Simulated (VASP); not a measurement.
The system is BaTiO3.

```
CELL_PARAMETERS angstrom
3.99980 0.00000 0.00000
0.00000 3.99980 0.00000
0.00000 0.00000 4.01800
ATOMIC_POSITIONS crystal
Ba 0.00000 0.00000 0.00000
Ti 0.50000 0.50000 0.49000
O 0.50000 0.50000 0.01900
O 0.50000 0.00000 0.51700
O 0.00000 0.50000 0.51700
```

```yaml
Program: VASP 6.6.1
Task: relaxation of cell and atoms
Functional: PBE
Potentials_or_basis: VASP PAW PBE potentials, release 64 (Ba_sv, Ti_sv, O)
Cutoff: 600 eV
k_mesh: 6 × 6 × 6
Occupations: fermi-dirac, width 0.02 eV
Spin: no spin polarisation
```

At the start: pressure 4.1 GPa; volume 12.86 Å³/atom.

Q: Where does the relaxation end?

A: Over 25 steps the energy falls by 11.3 meV/atom and the volume is 13.49 Å³/atom (+4.9 %); space group P4mm (No. 99, to 0.1 Å) before and after.

Step by step:
```csv
step,energy change (eV),largest force (eV/Å),pressure (GPa),volume (Å³)
1,0.0000,0.2783,4.05,64.28
2,-0.0133,0.4567,-3.17,67.36
3,-0.0242,0.3772,-0.43,66.09
4,-0.0339,0.2279,-0.16,66.20
5,-0.0401,0.1439,0.48,66.38
6,-0.0456,0.1392,0.13,66.74
7,-0.0485,0.1998,-0.50,67.69
8,-0.0492,0.1751,-0.38,67.43
9,-0.0531,0.1355,-0.04,67.18
10,-0.0534,0.1204,0.10,67.10
11,-0.0553,0.0800,0.26,67.07
12,-0.0557,0.0661,0.41,67.05
13,-0.0559,0.0916,-0.44,67.44
14,-0.0562,0.0579,-0.09,67.28
15,-0.0564,0.0231,-0.02,67.29
16,-0.0565,0.0225,0.03,67.30
17,-0.0566,0.0231,0.02,67.33
18,-0.0566,0.0253,0.00,67.40
19,-0.0566,0.0337,0.06,67.43
20,-0.0567,0.0056,0.02,67.42
21,-0.0567,0.0052,-0.02,67.44
22,-0.0567,0.0057,-0.01,67.45
23,-0.0567,0.0072,-0.04,67.46
24,-0.0567,0.0078,-0.05,67.46
25,-0.0567,0.0046,-0.02,67.46
```

Final structure:
```cif
data_structure
_symmetry_space_group_name_H-M 'P 1'
_symmetry_Int_Tables_number 1
_cell_length_a 3.9956
_cell_length_b 3.9956
_cell_length_c 4.2253
_cell_angle_alpha 90.000
_cell_angle_beta 90.000
_cell_angle_gamma 90.000
_cell_volume 67.46
loop_
_atom_site_label
_atom_site_type_symbol
_atom_site_fract_x
_atom_site_fract_y
_atom_site_fract_z
_atom_site_occupancy
Ba1 Ba 0.00000 0.00000 0.99031 1
Ti1 Ti 0.50000 0.50000 0.47154 1
O1 O 0.50000 0.50000 0.04183 1
O2 O 0.50000 0.00000 0.51966 1
O3 O 0.00000 0.50000 0.51966 1
```
